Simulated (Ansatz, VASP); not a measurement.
## NiO in VASP and in Ansatz

Contents of INCAR:

```
PREC     = Accurate       # precision mode
ENCUT    = 520            # plane-wave cutoff, eV
EDIFF    = 1E-7           # SCF threshold, eV
ISMEAR   = 0              # smearing method
SIGMA    = 0.1            # smearing width, eV
LREAL    = False          # projectors in reciprocal space
LASPH    = True           # aspherical terms in the spheres
NELM     = 150            # most SCF steps
ALGO     = Normal         # electronic algorithm
ISIF     = 2              # what is computed and relaxed
LWAVE    = False          # write WAVECAR
LCHARG   = False          # write CHGCAR
ISPIN    = 2              # spin polarisation
MAGMOM   = 1.6 0.32       # initial moments
LORBIT   = 11             # projections on sites
LMAXMIX  = 4              # l up to which the mixer works
GGA      = PE             # functional
NBANDS   = 19             # bands
```

KPOINTS

```
regular mesh
0
Gamma
  18 18 18
```

Contents of POSCAR:

```
NiO
1.0
    0.0000000000      2.1081762213      2.1081762213
    2.1081762213      0.0000000000      2.1081762213
    2.1081762213      2.1081762213      0.0000000000
Ni O
1 1
Direct
    0.0000000000      0.0000000000      0.0000000000
    0.5000000000      0.5000000000      0.5000000000
```

Input for Ansatz:

```yaml
crystal:
  lattice:
    - [0.0, 2.1081761852, 2.1081761852]
    - [2.1081761852, 0.0, 2.1081761852]
    - [2.1081761852, 2.1081761852, 0.0]
  atoms:
    - { symbol: Ni, position: [0.0, 0.0, 0.0], spin: 1.6 }
    - { symbol: O, position: [0.5, 0.5, 0.5], spin: 0.32 }
basis:
  ecutwfc: 420
kpoints:
  mp_grid: { grid: [18, 18, 18] }
  band_path:
    path:
      - [[0.0, 0.0, 0.0], [0.5, 0.0, 0.5], [0.625, 0.25, 0.625]]
      - [[0.375, 0.375, 0.75], [0.0, 0.0, 0.0], [0.5, 0.5, 0.5], [0.5, 0.25, 0.75], [0.5, 0.0, 0.5]]
    npoints: 14
hamiltonian:
  xc: pbe
scf:
  occupations: { method: gaussian, width: 0.1 }
  n_extra_bands: 6
output:
  forces: true
  stress: true
  eigenvalues: true
  populations: true
  dos: { projected: true, de: 0.02, nscf_kmesh: { grid: [27, 27, 27] } }
  bader: true
  write_density: true
  write_potential: true
  elf: true
  volumetric_format: npy
magnetization:
  spin_polarized: true
checkpoint:
  read: start.run
  write: ck
  compress: false
  write_wavefunctions: false
  write_every: 100000
```

Alike in both runs: task single point; functional PBE; k mesh 18 × 18 × 18; occupations gaussian, width 0.1 eV; collinear spin.

|  | VASP | Ansatz |
| --- | --- | --- |
| version | VASP 6.6.1 | Ansatz 0.2.0 |
| potentials or method | VASP PAW PBE potentials, release 64 (Ni, O), cutoff 520 eV | scalar-relativistic, plane waves, PAW |
| valence electrons in the cell | 16 | 24 |

```csv
,VASP,Ansatz,Ansatz less VASP
gap on the k mesh at the Fermi level (eV),none,none,-
pressure (GPa),-0.4,0.0,+0.40
net moment per atom (μB),0.88,0.90,+0.018
size of the moment on the site where the two differ most (μB),0.27,0.29,+0.024
```

Site moments also hang on the region over which each program counts them. A gap of «none» marks a metal or a gap that the smearing closes. The functional is the same, so the differences come from potentials, cutoffs and numerics. VASP's potentials hold 16 valence electrons a cell and Ansatz's 24, so a difference there can come from the potentials and not from the codes. Ansatz's warnings: stability check not made.
